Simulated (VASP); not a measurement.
Set up this calculation in VASP 6.6.1, as the native input.

* Task: single point
* Functional: revPBE
* Potentials or basis: VASP PAW PBE potentials, release 64 (Al)
* Cutoff: 520 eV
* k mesh: 18 × 18 × 12
* Occupations: fermi-dirac, width 0.1 eV
* Spin: no spin polarisation
* Dipole correction: no
* Further INCAR settings: ALGO = Normal; EDIFF = 1e-07; NBANDS = 10

The structure of Al lies in POSCAR:

```
Al
1.0
   -3.1772799984      2.7842347738      1.3205863788
    2.7842347738     -3.1772799984      1.3205863788
    2.3093161811      2.3093161811     -2.0404494275
Al
2
Direct
    0.9895493806      0.0104506194      0.0000000000
    0.7604506194      0.2395493806      0.5000000000
```

This cell differs from its parent crystal: volume scaled by 0.88.

These files were run (other wordings do the same):

INCAR

```
SYSTEM = Al
  PREC = Accurate
  ENCUT = 520
  EDIFF = 1E-7
  ISMEAR = -1
  SIGMA = 0.1
  LREAL = .FALSE.
  LASPH = .TRUE.
  NELM = 60
  ALGO = Normal
  ISIF = 2
  LWAVE = .FALSE.
  LCHARG = .FALSE.
  GGA = RE
  NBANDS = 10
```

KPOINTS

```
regular mesh
0
G
  18 18 12
  0 0 0
```

Potentials or basis: VASP PAW PBE potentials, release 64 (Al).

Command:

```bash
$ cat potpaw_PBE.64/Al/POTCAR > POTCAR
$ mpirun -np 1 vasp_std > vasp.out
```

It gave:

| Quantity | Value |
| --- | --- |
| Pressure | 11.4 GPa |
| Largest force | 0.080 eV/Å |
| Band gap on the k mesh | zero (band 3 reaches 14.06 eV, above the bottom of band 4 at 4.29 eV) |

Caveat: the PAW data sets were made with another functional, which shifts forces and pressure a little.

Wall time 2.8 min on 1 thread of Intel(R) Xeon(R) 6975P-C (Granite Rapids), on a shared host, peak memory 0.39 GiB.
